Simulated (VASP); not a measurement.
# LiF (I4/mmm) in VASP: a series of runs

LiF is run at these levels: LDA; tasks: single point.

Everything below comes from runs of VASP 6.6.1. Logs are shortened: lines on timing, memory, paths and dates and some standing lists are left out, and cuts for length are marked.

## Step 1: The cell of the first run

It takes space group I4/mmm (No. 139, tetragonal). Conventional cell: a = 2.848 Å, b = 2.848 Å, c = 3.947 Å, α = 90.00°, β = 90.00°, γ = 90.00°. Within 2.6 Å of Li (site symmetry 4/mmm) lie 6 F at 1.97 to 2.01 Å. F (site symmetry 4/mmm) has 6 Li at 1.97 to 2.01 Å within 2.6 Å.

## Step 2: Single point, LDA (strain -0.0200 x Voigt [0, 1, 0, 0, 0, 0])

INCAR reads:

```
  PREC = Accurate
  ENCUT = 520
  EDIFF = 1E-6
  ISMEAR = 0
  SIGMA = 0.05
  LREAL = F
  LASPH = T
  NELM = 80
  ALGO = Normal
  ISIF = 2
  LWAVE = F
  LCHARG = F
  GGA = CA
  NBANDS = 12
```

KPOINTS reads:

```
regular mesh
0
Gamma
  10 10 10
```

POSCAR reads:

```
LiF
1.0
    0.0000000000      1.9737200000      2.0140000000
    2.0140000000      0.0000000000      2.0140000000
    2.0140000000      1.9737200000      0.0000000000
Li F
1 1
Direct
    0.0000000000      0.0000000000      0.0000000000
    0.5000000000      0.5000000000      0.5000000000
```

Potentials or basis: VASP PAW LDA potentials, release 64 (Li_sv, F).

Run with:

```console
$ cat potpaw_LDA.64/Li_sv/POTCAR potpaw_LDA.64/F/POTCAR > POTCAR
$ mpirun -np 1 vasp_std > vasp.out
```

OUTCAR:

```text
PREC = Accurate
   ENCUT = 520
   EDIFF = 1E-6
   ISMEAR = 0
   LREAL = F
   LASPH = T
   NELM = 80
   ISIF = 2
   GGA = CA

 ion  position               nearest neighbor table
   1  0.000  0.000  0.000-   2 1.97   2 1.97   2 2.01   2 2.01   2 2.01   2 2.01
   2  0.500  0.500  0.500-   1 1.97   1 1.97   1 2.01   1 2.01   1 2.01   1 2.01

  LATTYP: Found a body centered tetragonal cell.
 ALAT       =     2.8482261146
 C/A-ratio  =     1.3859292911

  Lattice vectors:

 A1 = (   0.0000000000,  -1.9737200000,   2.0140000000)
 A2 = (   0.0000000000,  -1.9737200000,  -2.0140000000)
 A3 = (   2.0140000000,   1.9737200000,   0.0000000000)

Analysis of symmetry for initial positions (statically):
=====================================================================
 Subroutine PRICEL returns:
 Original cell was already a primitive cell.

 Routine SETGRP: Setting up the symmetry group for a
 body centered tetragonal supercell.

 Subroutine GETGRP returns: Found 16 space group operations
 (whereof 16 operations were pure point group operations)
 out of a pool of 16 trial point group operations.

The static configuration has the point symmetry D_4h.

Analysis of symmetry for dynamics (positions and initial velocities):
=====================================================================
 Subroutine PRICEL returns:
 Original cell was already a primitive cell.

 Routine SETGRP: Setting up the symmetry group for a
 body centered tetragonal supercell.

 Subroutine GETGRP returns: Found 16 space group operations
 (whereof 16 operations were pure point group operations)
 out of a pool of 16 trial point group operations.

The dynamic configuration has the point symmetry D_4h.

 Subroutine INISYM returns: Found 16 space group operations
 (whereof 16 operations are pure point group operations),
 and found     1 'primitive' translations

----------------------------------------------------------------------------------------

                                     Primitive cell

  volume of cell :      16.0116

  direct lattice vectors                    reciprocal lattice vectors
     0.000000000  1.973720000  2.014000000    -0.248262165  0.253328740  0.248262165
     2.014000000  0.000000000  2.014000000     0.248262165 -0.253328740  0.248262165
     2.014000000  1.973720000  0.000000000     0.248262165  0.253328740 -0.248262165

  length of vectors
     2.819887700  2.848226115  2.819887700     0.432947636  0.432947636  0.432947636

[... 86 lines left out ...]
   ISIF   =      2    stress and relaxation
   ISYM   =      2    0-nonsym 1-usesym 2-fastsym
   POTIM  = 0.5000    time-step for ionic-motion
   TEBEG  =    0.0;   TEEND  =   0.0 temperature during run
   PSTRESS=    0.0 pullay stress
   NELECT =      10.0000    total number of electrons
   NUPDOWN=      -1.0000    fix difference up-down
   EMIN   =  10.00;   EMAX   =-10.00  energy-range for DOS
   EFERMI =   0.00;   METHOD = LEGACY
   ISMEAR =     0;   SIGMA  =   0.05  broadening in eV -4-tet -1-fermi 0-gaus
   EFERMI_NEDOS =   21; number of points for ismear=-14 and -15
   IALGO  =     38    algorithm
   IMIX   =      4    mixing-type and parameters
     AMIX     =   0.40;   BMIX     =  1.00
     AMIX_MAG =   1.60;   BMIX_MAG =  1.00
  volume/ion in A,a.u.               =       8.01        54.03
  Fermi-wavevector in a.u.,A,eV,Ry     =   1.399362  2.644410 26.643111  1.958213
  Thomas-Fermi vector in A             =   2.522429
   LORBIT       =      0    0 simple, 1 ext, 2 COOP (PROOUT), +10 PAW based schemes
   GGA     = CA    functional components
   LHFCALC =     F    Hartree Fock is set to
   AEXX    =    0.0000 exact exchange contribution
   IVDW    =     0    specifies the selected vdW correction
   LEPSILON=     F    determine dielectric tensor
   LRPA    =     F    only Hartree local field effects (RPA)
 non-spin polarized calculation
 Gauss-broadening in eV      SIGMA  =   0.05
  energy-cutoff  :      520.00
  volume of cell :       16.01
 maximum number of plane-waves:       444
 NGX is ok and might be reduce to    24
   NGX = 11   NGY = 11   NGZ = 11

 number of electron      10.0000000 magnetization

 number of electron       9.9999994 magnetization

 Free energy of the ion-electron system (eV)
  ---------------------------------------------------
  ext. energy  EPLUGINS =         0.00000000
  ---------------------------------------------------
  free energy    TOTEN  =       -10.48235575 eV

  energy without entropy =      -10.48235575  energy(sigma->0) =      -10.48235575

 E-fermi :  -0.9051     XC(G=0): -10.7705

 val. band max:       -1.1559972672   @ k =   0.0000   0.0000   0.0000
 cond. band min:       7.8470025346   @ k =   0.0000   0.0000   0.0000
 fundamental gap:      9.0029998018
 Fermi energy:        -0.9051316121

 k-point     1 :       0.0000    0.0000    0.0000
  band No.  band energies     occupation
      1     -40.8822      2.00000
      2     -20.7968      2.00000
      3      -1.2098      2.00000
      4      -1.1560      2.00000
      5      -1.1560      2.00000
      6       7.8470      0.00000
      7      22.3890      0.00000
      8      22.3890      0.00000
      9      22.8702      0.00000
     10      22.8773      0.00000
     11      22.8773      0.00000
     12      23.0529      0.00000
[... 331 lines left out ...]
 k-point    24 :       0.4000    0.3000    0.0000
  band No.  band energies     occupation
      1     -40.8065      2.00000
      2     -20.2283      2.00000
      3      -3.6392      2.00000
      4      -2.1118      2.00000
      5      -1.9484      2.00000
      6      11.6939      0.00000
      7      15.3677      0.00000
      8      17.1460      0.00000
      9      18.8300      0.00000
     10      19.9301      0.00000
     11      32.7930      0.00000
     12      33.7848      0.00000

 [... further k-points ...]
[... 5 lines left out ...]
  --------------------------------------------------------------------------------------
  -------------------------------------------------------------------------------------
  Total       -0.5887680     -0.4395096     -0.5887680      0.0000000      0.0000000      0.0000000
  in kB      -58.9142412    -43.9789144    -58.9142412      0.0000000      0.0000000      0.0000000
  external PRESSURE =     -53.9357989 kB  Pullay stress =       0.0000000 kB

 VOLUME and BASIS-vectors are now :
 -----------------------------------------------------------------------------
  energy-cutoff  :      520.00
  volume of cell :       16.01
      direct lattice vectors                 reciprocal lattice vectors
     0.000000000  1.973720000  2.014000000    -0.248262165  0.253328740  0.248262165
     2.014000000  0.000000000  2.014000000     0.248262165 -0.253328740  0.248262165
     2.014000000  1.973720000  0.000000000     0.248262165  0.253328740 -0.248262165

 POSITION                                       TOTAL-FORCE (eV/Angst)
 -----------------------------------------------------------------------------------
      0.00000      0.00000      0.00000         0.000000      0.000000     -0.000000
      2.01400      1.97372      2.01400        -0.000000      0.000000      0.000000
 -----------------------------------------------------------------------------------
    total drift:                               -0.000000     -0.000000      0.000000

  FREE ENERGIE OF THE ION-ELECTRON SYSTEM (eV)
  ---------------------------------------------------
  free  energy   TOTEN  =       -10.4823557523 eV

  energy  without entropy=      -10.4823557523  energy(sigma->0) =      -10.48235575
```

It took 8.7 s on 1 thread of Intel Xeon Platinum 8488C (Sapphire Rapids), shared host; peak memory 0.13 GiB.

Results:

| Quantity | Value |
| --- | --- |
| Free energy | -10.4824 eV |
| Band gap on the k mesh | 9.00 eV, direct |

Caveat: the cell differs from its parent crystal (strain -0.0200 x Voigt [0, 1, 0, 0, 0, 0]); the cutoff is under 1.25 times the usual one of these potentials, so pressure, stress and relaxed cells hold a basis-set (Pulay) error. A k mesh can miss the band edges.

## Step 3: Single point, LDA (strain -0.0100 x Voigt [0, 1, 0, 0, 0, 0])

INCAR reads:

```
ALGO = Normal
EDIFF = 1E-6
ENCUT = 520
GGA = CA
ISIF = 2
ISMEAR = 0
LASPH = True
LCHARG = True
LELF = True
LREAL = False
LVHAR = True
LWAVE = False
NBANDS = 12
NELM = 80
PREC = Accurate
SIGMA = 0.05
```

KPOINTS reads:

```
k-points
0
Gamma
  10 10 10
```

POSCAR reads:

```
LiF
1.0
    0.0000000000      1.9938600000      2.0140000000
    2.0140000000      0.0000000000      2.0140000000
    2.0140000000      1.9938600000      0.0000000000
Li F
1 1
Direct
    0.0000000000      0.0000000000      0.0000000000
    0.5000000000      0.5000000000      0.5000000000
```

Potentials or basis: VASP PAW LDA potentials, release 64 (Li_sv, F).

Run with:

```console
$ cat potpaw_LDA.64/Li_sv/POTCAR potpaw_LDA.64/F/POTCAR > POTCAR
$ mpirun -np 1 vasp_std > vasp.out
```

It took 10 s on 1 thread of Intel Xeon Platinum 8488C (Sapphire Rapids), shared host; peak memory 0.13 GiB.

The run converged. Its results:

- Free energy: -10.4777 eV
- Band gap on the k mesh: 8.92 eV, direct

Levels at points of the mesh, in eV from the valence-band top:
| k point | band 1 | band 2 | band 3 | band 4 | band 5 | band 6 | band 7 | band 8 | band 9 | band 10 |
| --- | --- | --- | --- | --- | --- | --- | --- | --- | --- | --- |
| (0.00, 0.00, 0.00) | -39.74 | -19.60 | -0.03 | 0.00 | 0.00 | 8.92 | 23.50 | 23.50 | 23.74 | 23.97 |
| (0.50, 0.00, 0.00) | -39.67 | -19.15 | -2.62 | -0.25 | -0.23 | 10.41 | 16.49 | 18.39 | 18.58 | 30.06 |
| (0.50, 0.50, 0.00) | -39.65 | -18.86 | -3.17 | -1.08 | -1.01 | 14.44 | 16.11 | 17.24 | 19.84 | 19.99 |
| (0.50, 0.00, 0.50) | -39.65 | -18.84 | -3.16 | -1.08 | -1.08 | 14.62 | 15.98 | 17.26 | 19.77 | 19.77 |

Caveat: the cell differs from its parent crystal (strain -0.0100 x Voigt [0, 1, 0, 0, 0, 0]); the cutoff is under 1.25 times the usual one of these potentials, so pressure, stress and relaxed cells hold a basis-set (Pulay) error. A k mesh can miss the band edges.

## Step 4: Single point, LDA (strain -0.0150 x Voigt [0, 1, 0, 0, 0, 0])

INCAR reads:

```
  ALGO = Normal
  EDIFF = 1E-6
  ENCUT = 520
  GGA = CA
  ISIF = 2
  ISMEAR = 0
  LASPH = True
  LCHARG = False
  LREAL = False
  LWAVE = False
  NBANDS = 12
  NELM = 100
  PREC = Accurate
  SIGMA = 0.05
```

KPOINTS is that of step 3.

POSCAR reads:

```
LiF
1.0
    0.0000000000      1.9837900000      2.0140000000
    2.0140000000      0.0000000000      2.0140000000
    2.0140000000      1.9837900000      0.0000000000
Li F
1 1
Direct
    0.0000000000      0.0000000000      0.0000000000
    0.5000000000      0.5000000000      0.5000000000
```

Run with:

```console
$ cat potpaw_LDA.64/Li_sv/POTCAR potpaw_LDA.64/F/POTCAR > POTCAR
$ mpirun -np 1 vasp_std > vasp.out
```

Run time: 8.9 s. Hardware: 1 thread of Intel Xeon Platinum 8488C (Sapphire Rapids), shared host; peak memory 0.13 GiB.

The run converged. Its results:

- Free energy: -10.4802 eV
- Band gap on the k mesh: 8.96 eV, direct

Levels at points of the mesh, in eV from the valence-band top:
```csv
k point,band 2,band 3,band 4,band 5,band 6,band 7,band 8,band 9
"(0.00, 0.00, 0.00)",-19.62,-0.04,0.00,0.00,8.96,23.52,23.52,23.88
"(0.50, 0.00, 0.00)",-19.16,-2.64,-0.27,-0.23,10.44,16.54,18.38,18.66
"(0.50, 0.50, 0.00)",-18.87,-3.20,-1.10,-1.00,14.45,16.16,17.30,19.88
"(0.50, 0.00, 0.50)",-18.85,-3.19,-1.10,-1.10,14.73,15.95,17.32,19.78
```

Caveat: the cell differs from its parent crystal (strain -0.0150 x Voigt [0, 1, 0, 0, 0, 0]); the cutoff is under 1.25 times the usual one of these potentials, so pressure, stress and relaxed cells hold a basis-set (Pulay) error. A k mesh can miss the band edges.

## Step 5: Overview

| cell | gap on the mesh (eV) |
| --- | --- |
| a = 2.820, b = 2.848 Å, angles 59.7, 60.7, 59.7°, 2 atoms | 9.00 |
| a = 2.834, b = 2.848 Å, angles 59.8, 60.3, 59.8°, 2 atoms | 8.92 |
| a = 2.827, b = 2.848 Å, angles 59.8, 60.5, 59.8°, 2 atoms | 8.96 |

Alike in all rows: task single point; level LDA; potentials or basis VASP PAW LDA potentials, release 64 (Li_sv, F); no spin polarisation; k mesh 10 × 10 × 10; cutoff (eV) 520; smearing gaussian 0.05 eV.

Caveats: the cutoff is under 1.25 times the usual one of these potentials, so pressure, stress and relaxed cells hold a basis-set (Pulay) error.

Absolute energies hang on the potentials; compare differences alone.
